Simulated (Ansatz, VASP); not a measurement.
## Ga in VASP and in Ansatz

The input INCAR:

```
SYSTEM = Ga
PREC = Accurate ; ENCUT = 520
EDIFF = 1E-6 ; ISMEAR = -1
SIGMA = 0.03 ; LREAL = .False.
LASPH = .True. ; NELM = 80
ALGO = Normal ; ISIF = 2
LWAVE = .False. ; LCHARG = .False.
GGA = PS ; NBANDS = 20
```

Contents of KPOINTS:

```
regular mesh
0
Gamma
  14 14 11
  0 0 0
```

POSCAR

```
Ga
1.0
    1.3830000000     -4.0265000000      0.0000000000
    1.3830000000      4.0265000000      0.0000000000
   -0.1174500000      0.0000000000      3.3965286000
Ga
2
Direct
    0.8690000000      0.1310000000      0.2500000000
    0.1310000000      0.8690000000      0.7500000000
```

Input for Ansatz:

```yaml
crystal:
  lattice:
    - [1.383, -4.0265, 0.0]
    - [1.383, 4.0265, 0.0]
    - [-0.11745, 0.0, 3.3965286]
  atoms:
    - { symbol: Ga, position: [0.869, 0.131, 0.25] }
    - { symbol: Ga, position: [0.131, 0.869, 0.75] }
kpoints:
  mp_grid: { grid: [14, 14, 11] }
  band_path:
    path:
      - [0.0, 0.0, 0.0]
      - [-0.5, 0.5, 0.0]
      - [-0.5, 0.5, 0.5]
      - [0.0, 0.0, 0.5]
      - [0.0, 0.0, 0.0]
      - [-0.5, 0.0, 0.5]
      - [0.0, 0.0, 0.0]
      - [-0.5, 0.0, 0.0]
    npoints: 5
scf:
  occupations: { method: fermi_dirac, width: 0.03 }
hamiltonian:
  xc: pbesol
  pseudopotentials: { kind: all_electron, lapw: { basis_error: 0.0005 } }
output:
  forces: true
  stress: true
  eigenvalues: true
```

Change from the starting cell: zz strain of +2 %.

Alike in both runs: task single point; functional PBEsol; k mesh 14 × 14 × 11; occupations fermi-dirac, width 0.03 eV; no spin polarisation.

|  | VASP | Ansatz |
| --- | --- | --- |
| version | VASP 6.6.1 | Ansatz 0.2.0 |
| potentials or method | VASP PAW PBE potentials, release 64 (Ga_d), cutoff 520 eV | all-electron LAPW, scalar-relativistic |

```tsv
	VASP	Ansatz	Ansatz less VASP
pressure (GPa)	-2.8	-2.8	+0.04
traceless stress, the component that is largest in VASP (GPa)	-0.74	-0.72	+0.022
rms of the force components (eV/Å)	0.086	0.086	0.0000
```

VASP's potentials were made for PBE, not for PBEsol. Atom by atom the forces differ by 0.000 eV/Å (rms over components). Ansatz ran all-electron here, and VASP with PAW potentials.
